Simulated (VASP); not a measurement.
Input of a VASP 6.6.1 run:

Contents of INCAR:

```
PREC = Accurate ; ENCUT = 520
EDIFF = 1E-6 ; ISMEAR = -1
SIGMA = 0.1 ; LREAL = False
LASPH = True ; NELM = 80
ALGO = Normal ; ISIF = 2
LWAVE = False ; LCHARG = False
GGA = PS ; NBANDS = 24
```

KPOINTS

```
Automatic mesh
0
Gamma
  9 9 13
```

Contents of POSCAR:

```
Au
1.0
    4.4579205802      0.0000000000      0.0000000000
   -2.2289602901      3.8606724705      0.0000000000
    0.0000000000      0.0000000000      2.6641347682
Au
3
Direct
    0.0000000000      1.0000000000      0.0000000000
    0.3333333333      0.6666666667      0.5000000000
    0.6666666667      0.3333333333      0.5000000000
```

Potentials or basis: VASP PAW PBE potentials, release 64 (Au).

Launch:

```console
$ cat potpaw_PBE.64/Au/POTCAR > POTCAR
$ mpirun -np 1 vasp_std > vasp.out
```

What does it give for the pressure?

30.0 GPa.

What does it give for the band gap on the k mesh?

Zero (an odd number of electrons rules out a gap without spin polarisation).

Stress tensor (GPa, compression positive):
```
30.32  0.00  0.00
 0.00 30.32  0.00
 0.00  0.00 29.45
```

Caveat: the cell stands under pressure; the PAW data sets were made with another functional, which shifts forces and pressure a little; spin-orbit coupling is left out, which moves the levels of the heavy elements.
